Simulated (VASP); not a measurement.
## GaP: single point with PBEsol

The system is GaP.

```xyz
2
Lattice="2.7193 2.7193 0.0000 -2.7193 2.7193 0.0000 0.0000 2.7193 2.7193" Properties=species:S:1:pos:R:3 pbc="T T T"
Ga    0.0000    0.0000    0.0000
P     1.3596    4.0789    1.3596
```

```json
{
  "Program": "VASP 6.6.1",
  "Task": "single point",
  "Functional": "PBEsol",
  "Potentials or basis": "VASP PAW PBE potentials, release 64 (Ga_d, P)",
  "Cutoff": "520 eV",
  "k mesh": "8 × 8 × 8",
  "Occupations": "gaussian, width 0.01 eV",
  "Spin": "non-collinear spin, zero start, spin-orbit coupling",
  "Starting moments": "[[0.0, 0.0, 0.0], [0.0, 0.0, 0.0]] μB",
  "Dipole correction": "no",
  "Further INCAR settings": "ALGO = Normal; EDIFF = 1e-06; NBANDS = 30"
}
```

- Pressure: -0.2 GPa
- Net moment: 0.00 μB per cell
- Valence electrons inside the program's atomic spheres: Ga 11.74; P 2.53

Moments on the atoms (μB; x, y, z):
```
Ga  0.00 0.00 0.00
P   0.00 0.00 0.00
```

It took 55 s on 1 thread of Intel(R) Xeon(R) 6975P-C (Granite Rapids), with other jobs on the host, peak memory 0.31 GiB.

Caveat: the PAW data sets were made with another functional, which shifts forces and pressure a little.
